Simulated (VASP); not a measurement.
# Si4P (P6/mmm) in VASP: notebook

The runs below take Si4P through single point, relaxation of cell and atoms, with PBE.

Program: VASP 6.6.1. These are calculated values, not measurements. Logs are shortened: lines on timing, memory, paths and dates and some standing lists are left out, and cuts for length are marked.

### 1 The cell of the first run

It takes space group P6/mmm (No. 191, hexagonal). Conventional cell: a = 4.373 Å, b = 4.373 Å, c = 6.845 Å, α = 90.00°, β = 90.00°, γ = 120.00°. Si (site symmetry -6m2) has 9 Si at 2.52 to 3.40 Å and 3 P at 2.52 Å within 3.5 Å. Within 3.0 Å of Si (site symmetry 6mm) lie 1 P at 2.28 Å and 1 Si at 2.29 Å. P (site symmetry 6/mmm) has 8 Si at 2.28 to 2.52 Å within 3.0 Å.

The cell was generated, and may not be a known phase.

### 2 Single point, PBE

INCAR

```
  ALGO = Normal
  EDIFF = 1E-6
  ENCUT = 520
  GGA = PE
  ISIF = 2
  ISMEAR = 0
  LASPH = T
  LCHARG = T
  LELF = T
  LREAL = F
  LVHAR = T
  LWAVE = F
  NBANDS = 18
  NELM = 60
  PREC = Accurate
  SIGMA = 0.1
```

KPOINTS

```
k-points
0
Gamma
  12 12 6
```

POSCAR

```
Si4P
1.0
    4.3731396396      0.0000000000      0.0000000000
   -2.1865698198      3.7872500222      0.0000000000
    0.0000000000      0.0000000000      6.8447550071
Si P
4 1
Direct
    0.3333333333      0.6666666667      0.0000000000
    0.6666666667      0.3333333333      0.0000000000
    0.0000000000      0.0000000000      0.3330048724
    0.0000000000      0.0000000000      0.6669951276
    0.0000000000      0.0000000000      0.0000000000
```

Potentials or basis: VASP PAW PBE potentials, release 64 (Si, P).

Started as:

```bash
$ cat potpaw_PBE.64/Si/POTCAR potpaw_PBE.64/P/POTCAR > POTCAR
$ mpirun -np 1 vasp_std > vasp.out
```

OUTCAR:

```text
EDIFF = 1E-6
   ENCUT = 520
   GGA = PE
   ISIF = 2
   ISMEAR = 0
   LASPH = T
   LREAL = F
   NELM = 60
   PREC = Accurate

 ion  position               nearest neighbor table
   1  0.333  0.667  0.000-   5 2.52   2 2.52   2 2.52   5 2.52   5 2.52   2 2.52
   2  0.667  0.333  0.000-   5 2.52   1 2.52   1 2.52   5 2.52   5 2.52   1 2.52
   3  0.000  0.000  0.333-   5 2.28   4 2.29
   4  0.000  0.000  0.667-   5 2.28   3 2.29
   5  0.000  0.000  0.000-   3 2.28   4 2.28   1 2.52   2 2.52   2 2.52   1 2.52   2 2.52   1 2.52

  LATTYP: Found a hexagonal cell.
 ALAT       =     4.3731396396
 C/A-ratio  =     1.5651809846

  Lattice vectors:

 A1 = (   4.3731396396,   0.0000000000,   0.0000000000)
 A2 = (  -2.1865698198,   3.7872500222,   0.0000000000)
 A3 = (   0.0000000000,   0.0000000000,   6.8447550071)

Analysis of symmetry for initial positions (statically):
=====================================================================
 Subroutine PRICEL returns:
 Original cell was already a primitive cell.

 Routine SETGRP: Setting up the symmetry group for a
 hexagonal supercell.

 Subroutine GETGRP returns: Found 24 space group operations
 (whereof 24 operations were pure point group operations)
 out of a pool of 24 trial point group operations.

The static configuration has the point symmetry D_6h.

Analysis of symmetry for dynamics (positions and initial velocities):
=====================================================================
 Subroutine PRICEL returns:
 Original cell was already a primitive cell.

 Routine SETGRP: Setting up the symmetry group for a
 hexagonal supercell.

 Subroutine GETGRP returns: Found 24 space group operations
 (whereof 24 operations were pure point group operations)
 out of a pool of 24 trial point group operations.

The dynamic configuration has the point symmetry D_6h.

 Subroutine INISYM returns: Found 24 space group operations
 (whereof 24 operations are pure point group operations),
 and found     1 'primitive' translations

----------------------------------------------------------------------------------------

                                     Primitive cell

  volume of cell :     113.3640

  direct lattice vectors                    reciprocal lattice vectors
     4.373139640  0.000000000  0.000000000     0.228668664  0.132021915  0.000000000
    -2.186569820  3.787250022  0.000000000     0.000000000  0.264043830  0.000000000
     0.000000000  0.000000000  6.844755007     0.000000000  0.000000000  0.146097267

  length of vectors
     4.373139640  4.373139640  6.844755007     0.264043830  0.264043830  0.146097267

  position of ions in fractional coordinates (direct lattice)
     0.333333333  0.666666667  0.000000000
     0.666666667  0.333333333  0.000000000
     0.000000000  0.000000000  0.333004872
     0.000000000  0.000000000  0.666995128
     0.000000000  0.000000000  0.000000000

  ion indices of the primitive-cell ions
   primitive index   ion index
                 1           1
                 2           2
                 3           3
                 4           4
                 5           5

----------------------------------------------------------------------------------------

 KPOINTS: k-points

Automatic generation of k-mesh.
 Grid dimensions read from file:
 generate k-points for:   12   12    6

 Generating k-lattice:

  Cartesian coordinates                     Fractional coordinates (reciprocal lattice)
     0.019055722  0.011001826  0.000000000     0.083333333  0.000000000  0.000000000
     0.000000000  0.022003652  0.000000000     0.000000000  0.083333333  0.000000000
     0.000000000  0.000000000  0.024349545     0.000000000  0.000000000  0.166666667

  Length of vectors
     0.022003652  0.022003652  0.024349545

  Shift w.r.t. Gamma in fractional coordinates (k-lattice)
     0.000000000  0.000000000  0.000000000

 Subroutine IBZKPT returns following result:
 ===========================================

 Found     76 irreducible k-points:

 Following reciprocal coordinates:
            Coordinates               Weight
  0.000000  0.000000  0.000000      1.000000
  0.083333  0.000000  0.000000      6.000000
  0.166667 -0.000000  0.000000      6.000000
  0.250000 -0.000000  0.000000      6.000000
  0.333333  0.000000  0.000000      6.000000
  0.416667 -0.000000  0.000000      6.000000
[... 16 lines left out ...]
  0.250000 -0.000000  0.166667     12.000000
  0.333333  0.000000  0.166667     12.000000
 [... further k-points ...]
   k-points           NKPTS =     76   k-points in BZ     NKDIM =     76   number of bands    NBANDS=     18
   number of dos      NEDOS =    301   number of ions     NIONS =      5
   total plane-waves  NPLWV =  69984
   dimension x,y,z NGX =    36 NGY =   36 NGZ =   54
   dimension x,y,z NGXF=    72 NGYF=   72 NGZF=  108
   ions per type =               4   1
   NGX,Y,Z   is equivalent  to a cutoff of  13.69, 13.69, 13.12 a.u.
   NGXF,Y,Z  is equivalent  to a cutoff of  27.37, 27.37, 26.23 a.u.
 SYSTEM =  unknown system
   PREC   = accura    normal or accurate (medium, high low for compatibility)
   ISTART =      0    job   : 0-new  1-cont  2-samecut
   ICHARG =      2    charge: 1-file 2-atom 10-const
   ISPIN  =      1    spin polarized calculation?
   LNONCOLLINEAR =      F non collinear calculations
   LSORBIT =      F    spin-orbit coupling
   LASPH  =      T    aspherical Exc in radial PAW
   ENCUT  =  520.0 eV  38.22 Ry    6.18 a.u.   8.13  8.13 12.73*2*pi/ulx,y,z
   NELM   =     60;   NELMIN=  2; NELMDL= -5     # of ELM steps
   EDIFF  = 0.1E-05   stopping-criterion for ELM
   LREAL  =      F    real-space projection
   EDIFFG = 0.1E-04   stopping-criterion for IOM
   NSW    =      0    number of steps for IOM
   IBRION =     -1    ionic relax: 0-MD 1-quasi-New 2-CG
   NFREE  =      0    steps in history (QN), initial steepest desc. (CG)
   ISIF   =      2    stress and relaxation
   ISYM   =      2    0-nonsym 1-usesym 2-fastsym
   POTIM  = 0.5000    time-step for ionic-motion
   TEBEG  =    0.0;   TEEND  =   0.0 temperature during run
   PSTRESS=    0.0 pullay stress
   NELECT =      21.0000    total number of electrons
   NUPDOWN=      -1.0000    fix difference up-down
   EMIN   =  10.00;   EMAX   =-10.00  energy-range for DOS
   EFERMI =   0.00;   METHOD = LEGACY
   ISMEAR =     0;   SIGMA  =   0.10  broadening in eV -4-tet -1-fermi 0-gaus
   EFERMI_NEDOS =   21; number of points for ismear=-14 and -15
   IALGO  =     38    algorithm
   IMIX   =      4    mixing-type and parameters
     AMIX     =   0.40;   BMIX     =  1.00
     AMIX_MAG =   1.60;   BMIX_MAG =  1.00
  volume/ion in A,a.u.               =      22.67       153.00
  Fermi-wavevector in a.u.,A,eV,Ry     =   0.933232  1.763552 11.849607  0.870922
  Thomas-Fermi vector in A             =   2.059912
   LORBIT       =      0    0 simple, 1 ext, 2 COOP (PROOUT), +10 PAW based schemes
   GGA     = PE    functional components
   LHFCALC =     F    Hartree Fock is set to
   AEXX    =    0.0000 exact exchange contribution
   IVDW    =     0    specifies the selected vdW correction
   LEPSILON=     F    determine dielectric tensor
   LRPA    =     F    only Hartree local field effects (RPA)
 non-spin polarized calculation
 Gauss-broadening in eV      SIGMA  =   0.10
  energy-cutoff  :      520.00
  volume of cell :      113.36
 maximum number of plane-waves:      3082
 NGX is ok and might be reduce to    36
   NGX = 17   NGY = 17   NGZ = 25

 number of electron      21.0000000 magnetization

 Free energy of the ion-electron system (eV)
  ---------------------------------------------------
  ext. energy  EPLUGINS =         0.00000000
  ---------------------------------------------------
  free energy    TOTEN  =       -21.29858011 eV

  energy without entropy =      -21.28216246  energy(sigma->0) =      -21.29037129

 E-fermi :   4.7627     XC(G=0):  -8.9664

 val. band max:        4.7614259806   @ k =   0.1667   0.0833   0.1667
 cond. band min:       4.7633147828   @ k =   0.3333   0.0000   0.0000
 fundamental gap:      0.0018888022
 Fermi energy:         4.7627479102

 k-point     1 :       0.0000    0.0000    0.0000
  band No.  band energies     occupation
      1      -9.6944      2.00000
      2      -3.6388      2.00000
      3      -3.6068      2.00000
      4      -1.0142      2.00000
      5      -0.2096      2.00000
      6      -0.2096      2.00000
[... 10 lines left out ...]
     17       8.4706      0.00000
     18       9.6385      0.00000

 k-point     2 :       0.0833    0.0000    0.0000
  band No.  band energies     occupation
      1      -9.6364      2.00000
      2      -3.6270      2.00000
      3      -3.5679      2.00000
      4      -1.7196      2.00000
      5      -0.4482      2.00000
      6       0.1617      2.00000
[... 10 lines left out ...]
     17       8.1085      0.00000
     18       9.8962      0.00000

 k-point     3 :       0.1667   -0.0000    0.0000
  band No.  band energies     occupation
      1      -9.4655      2.00000
      2      -3.6391      2.00000
      3      -3.4566      2.00000
      4      -2.6752      2.00000
      5      -0.8795      2.00000
      6      -0.1725      2.00000
[... 10 lines left out ...]
     17       7.9528      0.00000
     18      10.3513      0.00000

 k-point     4 :       0.2500   -0.0000    0.0000
  band No.  band energies     occupation
      1      -9.1935      2.00000
      2      -4.0466      2.00000
      3      -3.2901      2.00000
      4      -3.1794      2.00000
      5      -1.2736      2.00000
      6      -0.6694      2.00000
[... 375 lines left out ...]
      4      -2.3593      2.00000
      5      -0.8758      2.00000
      6      -0.1754      2.00000
[... 10 lines left out ...]
     17       7.8933      0.00000
     18      10.5247      0.00000

 k-point    23 :       0.2500   -0.0000    0.1667
  band No.  band energies     occupation
      1      -9.1857      2.00000
      2      -4.1474      2.00000
      3      -3.7851      2.00000
      4      -2.3787      2.00000
      5      -1.2702      2.00000
      6      -0.6669      2.00000
[... 10 lines left out ...]
     17       8.1825      0.00000
     18      10.4819      0.00000

 k-point    24 :       0.3333    0.0000    0.1667
  band No.  band energies     occupation
      1      -8.8419      2.00000
      2      -4.8345      2.00000
      3      -3.8241      2.00000
      4      -2.2644      2.00000
      5      -1.5671      2.00000
      6      -1.0284      2.00000
[... 10 lines left out ...]
     17       8.3813      0.00000
     18      10.1847      0.00000

 [... further k-points ...]

------------------------ aborting loop because EDIFF is reached ----------------------------------------

  FORCE on cell =-STRESS in cart. coord.  units (eV):
  Direction    XX          YY          ZZ          XY          YZ          ZX
  --------------------------------------------------------------------------------------
  -------------------------------------------------------------------------------------
  Total       -0.0492969     -0.0492969     -0.0446498     -0.0000000      0.0000000     -0.0000000
  in kB       -0.6967143     -0.6967143     -0.6310367     -0.0000000      0.0000000     -0.0000000
  external PRESSURE =      -0.6748218 kB  Pullay stress =       0.0000000 kB

 VOLUME and BASIS-vectors are now :
 -----------------------------------------------------------------------------
  energy-cutoff  :      520.00
  volume of cell :      113.36
      direct lattice vectors                 reciprocal lattice vectors
     4.373139640  0.000000000  0.000000000     0.228668664  0.132021915  0.000000000
    -2.186569820  3.787250022  0.000000000     0.000000000  0.264043830  0.000000000
     0.000000000  0.000000000  6.844755007     0.000000000  0.000000000  0.146097267

 POSITION                                       TOTAL-FORCE (eV/Angst)
 -----------------------------------------------------------------------------------
     -0.00000      2.52483      0.00000         0.000000     -0.000000      0.000000
      2.18657      1.26242      0.00000        -0.000000      0.000000     -0.000000
      0.00000      0.00000      2.27934        -0.000000      0.000000     -0.003879
      0.00000      0.00000      4.56542        -0.000000     -0.000000      0.003879
      0.00000      0.00000      0.00000         0.000000      0.000000      0.000000
 -----------------------------------------------------------------------------------
    total drift:                                0.000000     -0.000000      0.000000

  FREE ENERGIE OF THE ION-ELECTRON SYSTEM (eV)
  ---------------------------------------------------
  free  energy   TOTEN  =       -21.2985801145 eV

  energy  without entropy=      -21.2821624586  energy(sigma->0) =      -21.29037129
```

It took 62 s on 1 thread of Intel Xeon 6975P-C (Granite Rapids), shared host; peak memory 0.32 GiB.

Results:

| Property | Result |
| --- | --- |
| Free energy | -21.2986 eV |
| Pressure | -0.1 GPa |
| Largest force | 0.004 eV/Å |
| Band gap on the k mesh | zero (an odd number of electrons rules out a gap without spin polarisation) |

Forces in eV/Å, atoms in the order of the input:
```
Si   0.000  0.000  0.000
Si   0.000  0.000  0.000
Si   0.000  0.000 -0.004
Si   0.000  0.000  0.004
P    0.000  0.000  0.000
```

Caveat: an odd number of electrons without spin polarisation forces a metal; a magnetic or distorted state may lie lower.

### 3 Relaxation of cell and atoms, PBE

This run uses another cell than the first one, of 22.95 Å³/atom.

INCAR

```
SYSTEM = Si4P
ALGO = Normal ; EDIFF = 1E-7
EDIFFG = -0.01 ; ENCUT = 600
GGA = PE ; IBRION = 2
ISIF = 3 ; ISMEAR = 0
LASPH = .True. ; LCHARG = .False.
LREAL = .False. ; LWAVE = .False.
NELM = 60 ; NSW = 100
PREC = Accurate ; SIGMA = 0.1
```

KPOINTS

```
k-points
0
Gamma
  12 12 6
  0 0 0
```

POSCAR

```
Si4P
1.0
    4.4221901743      0.0000000000      0.0000000000
   -2.2110950871      3.8297290313      0.0000000000
    0.0000000000      0.0000000000      6.7741825490
Si P
4 1
Direct
    0.3333333333      0.6666666667      0.0000000000
    0.6666666667      0.3333333333      0.0000000000
    0.0000000000      0.0000000000      0.3334557303
    0.0000000000      0.0000000000      0.6665442697
    0.0000000000      0.0000000000      0.0000000000
```

Potentials or basis: VASP PAW PBE potentials, release 64 (Si, P).

Started as:

```bash
$ cat potpaw_PBE.64/Si/POTCAR potpaw_PBE.64/P/POTCAR > POTCAR
$ mpirun -np 1 vasp_std > vasp.out
```

Wall time 3.3 min (1 thread of Intel Xeon 6975P-C (Granite Rapids), shared host); peak memory 0.34 GiB.

It converged, with:

- Free energy: -21.2991 eV
- Relaxed volume: 22.64 Å³/atom
- Relaxed cell: a = 4.371 Å, b = 4.371 Å, c = 6.842 Å, α = 90.00°, β = 90.00°, γ = 120.00°
- Space group after relaxing (to 0.1 Å): P6/mmm (No. 191)
- Energy gained by relaxing: 3.3 meV/atom
- Ionic steps: 6
- Pressure after relaxing: 0.0 GPa
- Band gap on the k mesh: zero (an odd number of electrons rules out a gap without spin polarisation)

Step by step:
```
step  energy change (eV)  largest force (eV/Å)  pressure (GPa)  volume (Å³)
   1              0.0000                0.0758           -0.08       114.73
   2             -0.0144                0.0133           -0.55       114.53
   3             -0.0144                0.0115           -0.54       114.54
   4             -0.0166                0.0014           -0.03       113.24
   5             -0.0166                0.0013           -0.02       113.23
   6             -0.0167                0.0009            0.00       113.22
```

Final structure:
```cif
data_structure
_symmetry_space_group_name_H-M 'P 1'
_symmetry_Int_Tables_number 1
_cell_length_a 4.3710
_cell_length_b 4.3710
_cell_length_c 6.8423
_cell_angle_alpha 90.000
_cell_angle_beta 90.000
_cell_angle_gamma 120.000
_cell_volume 113.22
loop_
_atom_site_label
_atom_site_type_symbol
_atom_site_fract_x
_atom_site_fract_y
_atom_site_fract_z
_atom_site_occupancy
Si1 Si 0.33333 0.66667 0.00000 1
Si2 Si 0.66667 0.33333 0.00000 1
Si3 Si 0.00000 0.00000 0.33295 1
Si4 Si 0.00000 0.00000 0.66705 1
P1 P 0.00000 0.00000 0.00000 1
```

Levels at points of the mesh, in eV from the Fermi level:
| k point | band 7 | band 8 | band 9 | band 10 | band 11 | band 12 | band 13 | band 14 |
| --- | --- | --- | --- | --- | --- | --- | --- | --- |
| (0.00, 0.00, 0.00) | -3.24 | -3.24 | -2.02 | -0.15 | -0.06 | 0.14 | 0.88 | 0.88 |
| (0.50, 0.00, 0.00) | -2.99 | -1.67 | 0.14 | 0.23 | 0.67 | 0.68 | 0.80 | 2.13 |
| (0.00, 0.00, 0.50) | -3.89 | -3.24 | -3.24 | -2.01 | -0.17 | 0.03 | 0.03 | 3.62 |
| (0.50, 0.00, 0.50) | -3.61 | -3.52 | -0.70 | 0.62 | 0.69 | 1.01 | 2.14 | 2.29 |

Caveat: an odd number of electrons without spin polarisation forces a metal; a magnetic or distorted state may lie lower.
